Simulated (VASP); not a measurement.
Write the native input for VASP 6.6.1 that does the following.

* Task: single point
* Functional: PBE
* Potentials or basis: VASP PAW PBE potentials, release 64 (Ga_d, Bi_d, N)
* Cutoff: 600 eV
* k mesh: 3 × 3 × 2
* Occupations: gaussian, width 0.15 eV
* Spin: no spin polarisation
* Dipole correction: no
* Further INCAR settings: ALGO = Normal; EDIFF = 1e-06; NBANDS = 52

The structure of Ga3Bi2N3 lies in POSCAR:

```
Ga3Bi2N3
1.0
    3.3892731202      0.0000000000      0.0000000000
    0.0000000000      3.5946014471      0.0000000000
    0.0000000000      0.0000000000     10.8870454561
Ga Bi N
3 2 3
Direct
    0.5000000000      0.0000000000      0.5000000000
    0.0000000000      0.5000000000      0.0000000000
    0.0000000000      0.5000000000      0.5000000000
    0.0000000000      0.0000000000      0.7957258100
    0.0000000000      0.0000000000      0.2042741900
    0.5000000000      0.5000000000      0.6210379669
    0.5000000000      0.5000000000      0.3789620331
    0.5000000000      0.0000000000      0.0000000000
```

The cell was built from a structure type or drawn by symmetry, and may not be a known phase.

These files were run (other wordings do the same):

INCAR

```
SYSTEM = Ga3Bi2N3
PREC = Accurate
ENCUT = 600
EDIFF = 1E-6
ISMEAR = 0
SIGMA = 0.15
LREAL = .False.
LASPH = .True.
NELM = 120
ALGO = Normal
ISIF = 2
LWAVE = .False.
LCHARG = .False.
GGA = PE
NBANDS = 52
GGA_COMPAT = .False.
```

KPOINTS

```
Automatic mesh
0
Gamma
  3 3 2
  0 0 0
```

Potentials or basis: VASP PAW PBE potentials, release 64 (Ga_d, Bi_d, N).

Launch:

```bash
$ cat potpaw_PBE.64/Ga_d/POTCAR potpaw_PBE.64/Bi_d/POTCAR potpaw_PBE.64/N/POTCAR > POTCAR
$ mpirun -np 1 vasp_std > vasp.out
```

It gave:

```yaml
Pressure: 0.1 GPa
Largest_force: 0.013 eV/Å
Band_gap_on_the_k_mesh: zero (bands 42 and 43 overlap by 1.07 eV)
```

Caveat: the k points lie up to 0.62 Å⁻¹ apart, too coarse for converged energies and pressures of a metal; spin-orbit coupling is left out, which moves the levels of the heavy elements.

Wall time 2.9 min on 1 thread of Intel Xeon 8259CL, with other jobs on the host, peak memory 0.29 GiB.
